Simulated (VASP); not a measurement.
Here is a VASP 6.6.1 calculation.

Contents of INCAR:

```
SYSTEM = F
PREC = Accurate
ENCUT = 520
EDIFF = 1E-6
ISMEAR = 0
SIGMA = 0.05
LREAL = .FALSE.
LASPH = .TRUE.
NELM = 100
ALGO = Normal
ISIF = 2
LWAVE = .FALSE.
LCHARG = .FALSE.
GGA = PE
IVDW = 12
NBANDS = 22
```

File KPOINTS:

```
Automatic mesh
0
G
  8 8 4
  0 0 0
```

POSCAR

```
F
1.0
    2.7735902046     -1.7628796394      0.2927051127
    2.7735902046      1.7628796394      0.2927051127
   -0.8227725226      0.0000000000      6.6402307669
F
4
Direct
    0.9138648456      0.5855481450      0.0855879396
    0.4144518550      0.0861351544      0.4144120604
    0.0861351544      0.4144518550      0.9144120604
    0.5855481450      0.9138648456      0.5855879396
```

Potentials or basis: VASP PAW PBE potentials, release 64 (F).

Launch:

```console
$ cat potpaw_PBE.64/F/POTCAR > POTCAR
$ mpirun -np 1 vasp_std > vasp.out
```

**Question.** Predict the largest force.

**Answer.** 6.797 eV/Å.

**Question.** Estimate the pressure.

**Answer.** 14.0 GPa.

**Question.** Predict the dispersion energy per atom.

**Answer.** -0.028 eV.

**Question.** Predict the band gap on the k mesh.

**Answer.** 4.65 eV.

Forces in eV/Å, atoms in the order of the input:
```
F   -0.753  3.174  5.963
F    0.753  3.174 -5.963
F    0.753 -3.174 -5.963
F   -0.753 -3.174  5.963
```

Caveat: the cell differs from its parent crystal (atoms shifted along a free coordinate); the stress differs along the axes, from 0 to 33 GPa; forces of over 1 eV/Å act on the atoms, so gaps and moduli don't describe the material at rest. A k mesh can miss the band edges.
